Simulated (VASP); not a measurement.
Here is a VASP 6.6.1 calculation.

File INCAR:

```
SYSTEM = SnSe
PREC     = Accurate       ! precision mode
ENCUT    = 450            ! plane-wave cutoff, eV
EDIFF    = 1E-7           ! SCF threshold, eV
ISMEAR   = -1             ! smearing method
SIGMA    = 0.02           ! smearing width, eV
LREAL    = .False.        ! projectors in reciprocal space
LASPH    = .True.         ! aspherical terms in the spheres
NELM     = 120            ! most SCF steps
ALGO     = Normal         ! electronic algorithm
ISIF     = 2              ! what is computed and relaxed
LWAVE    = .False.        ! write WAVECAR
LCHARG   = .False.        ! write CHGCAR
GGA      = PE             ! functional
IBRION   = 2              ! ionic algorithm
NSW      = 80             ! ionic steps
EDIFFG   = -0.02          ! ionic threshold
GGA_COMPAT= .False.      
NELMIN   = 4
```

File KPOINTS:

```
regular mesh
0
Gamma
  13 13 13
  0 0 0
```

The input POSCAR:

```
SnSe
1.0
    0.0000000000      3.0100000000      2.9799000000
    3.0100000000      0.0000000000      2.9799000000
    3.0100000000      3.0100000000      0.0000000000
Sn Se
1 1
Direct
    0.0000000000      0.0000000000      0.0000000000
    0.5000000000      0.5000000000      0.5000000000
```

Potentials or basis: VASP PAW PBE potentials, release 64 (Sn_d, Se).

Run with:

```bash
$ cat potpaw_PBE.64/Sn_d/POTCAR potpaw_PBE.64/Se/POTCAR > POTCAR
$ mpirun -np 1 vasp_std > vasp.out
```

(1) What does it give for the band gap on the k mesh?

Answers

(1) 0.37 eV (least direct gap 0.40 eV).

Caveat: the cell differs from its parent crystal (z stretched by -1 %); semilocal functionals underestimate gaps, and a narrow one can read as zero; spin-orbit coupling is left out, which moves the levels of the heavy elements.
